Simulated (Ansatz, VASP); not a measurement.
Given: the input of a run of Ansatz 0.2.0 on BN.

The input input.yaml:

```yaml
crystal:
  lattice:
    - [0.0, 3.4239628326, 2.1218728889]
    - [1.2260814184, 0.0, 2.1218728889]
    - [1.2260814184, 3.4239628326, 0.0]
  atoms:
    - { symbol: "N", position: [0.66665134, 0.66665134, 0.33334866] }
    - { symbol: B, position: [4.865e-05, 4.865e-05, 0.99995135] }
hamiltonian:
  xc: r2scan
  pseudopotentials: { kind: paw }
kpoints:
  mp_grid: { grid: [13, 13, 13] }
scf:
  occupations: { method: fermi_dirac, width: 0.05 }
output:
  forces: true
  stress: true
  eigenvalues: true
```

Potentials or basis: Ansatz PAW.

Command:

```bash
$ ansatz run input.yaml --threads 2 --pin off --max-ram 5632MiB --backend cpu --events-out ev --progress --plain --runs-dir out
```

Question: Set up the same calculation for VASP 6.6.1. Potentials there: VASP PAW PBE potentials, release 64 (N, B).

Answer: As run (the cutoff follows the program's own potentials):

The input POSCAR:

```
BN
1.0
    0.0000000000      3.4239628326      2.1218728889
    1.2260814184      0.0000000000      2.1218728889
    1.2260814184      3.4239628326      0.0000000000
N B
1 1
Direct
    0.6666513400      0.6666513400      0.3333486600
    0.0000486500      0.0000486500      0.9999513500
```

The input INCAR.step1:

```
SYSTEM = BN
ALGO = Normal
EDIFF = 1E-4
ENCUT = 520
GGA = PE
ISMEAR = -1
LASPH = .True.
LCHARG = .False.
LREAL = .False.
LWAVE = .True.
NBANDS = 11
NELM = 60
PREC = Accurate
SIGMA = 0.05
```

File INCAR.step2:

```
SYSTEM = BN
ALGO = Normal
EDIFF = 1E-6
ENCUT = 520
ISIF = 2
ISMEAR = -1
ISTART = 1
LASPH = .True.
LCHARG = .True.
LELF = .True.
LMIXTAU = .True.
LREAL = .False.
LVHAR = .True.
LWAVE = .False.
METAGGA = R2SCAN
NBANDS = 11
NELM = 60
PREC = Accurate
SIGMA = 0.05
```

KPOINTS

```
k-points
0
Gamma
  13 13 13
  0 0 0
```

Potentials or basis: VASP PAW PBE potentials, release 64 (N, B).

Run with:

```console
$ cat potpaw_PBE.64/N/POTCAR potpaw_PBE.64/B/POTCAR > POTCAR
$ cp INCAR.step1 INCAR
$ mpirun -np 1 vasp_std > vasp.out
$ cp INCAR.step2 INCAR
$ mpirun -np 1 vasp_std > vasp.out
```

Both were run:

|  | VASP | Ansatz | Ansatz less VASP |
| --- | --- | --- | --- |
| gap on the k mesh at the Fermi level (eV) | 4.46 | 4.42 | -0.031 |
| least direct gap on the mesh (eV) | 5.51 | 5.45 | -0.066 |
| pressure (GPa) | 16.2 | 15.7 | -0.42 |
| traceless stress, the component that is largest in VASP (GPa) | -16.15 | -15.43 | +0.711 |
| rms of the force components (eV/Å) | 0.007 | 0.006 | -0.0002 |

VASP's potentials were made for PBE, not for r2SCAN. Atom by atom the forces differ by 0.000 eV/Å (rms over components). The functional is the same, so the differences come from potentials, cutoffs and numerics.

Noted on Ansatz's run: odd divisions of the mesh miss points on the zone boundary, where band edges often lie, so the gap on the mesh can be too wide.
